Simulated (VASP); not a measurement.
Here is a VASP 6.6.1 calculation.

Contents of INCAR:

```
SYSTEM = ScF3
PREC = Accurate
ENCUT = 520
EDIFF = 1E-6
ISMEAR = 0
SIGMA = 0.1
LREAL = .False.
LASPH = .True.
NELM = 120
ALGO = Normal
ISIF = 2
LWAVE = .False.
LCHARG = .False.
LDIPOL = .True.
IDIPOL = 3
DIPOL = 0.5 0.5 0.305
GGA = PE
NBANDS = 24
GGA_COMPAT = .False.
NELMDL = -8
```

KPOINTS

```
Automatic mesh
0
Gamma
  6 6 1
  0 0 0
```

Contents of POSCAR:

```
ScF3
1.0
    3.4971618389      0.0000000000      0.0000000000
   -1.7485809195      3.0286309937      0.0000000000
    0.0000000000      0.0000000000     27.8335791200
Sc F
1 3
Direct
    0.6666666667      0.3333333333      0.3053865248
    0.0000000000      0.0000000000      0.2603466794
    0.0000000000      0.0000000000      0.3504263702
    0.3333333333      0.6666666667      0.3053865248
```

Potentials or basis: VASP PAW PBE potentials, release 64 (Sc_sv, F).

Launch:

```bash
$ cat potpaw_PBE.64/Sc_sv/POTCAR potpaw_PBE.64/F/POTCAR > POTCAR
$ mpirun -np 1 vasp_std > vasp.out
```

What does it give for the band gap on the k mesh?

4.76 eV (least direct gap 4.82 eV).

Predict the largest force.

0.025 eV/Å.

Forces on the atoms (eV/Å):
```
Sc   0.000  0.000  0.000
F    0.000  0.000 -0.025
F    0.000  0.000  0.025
F    0.000  0.000  0.000
```
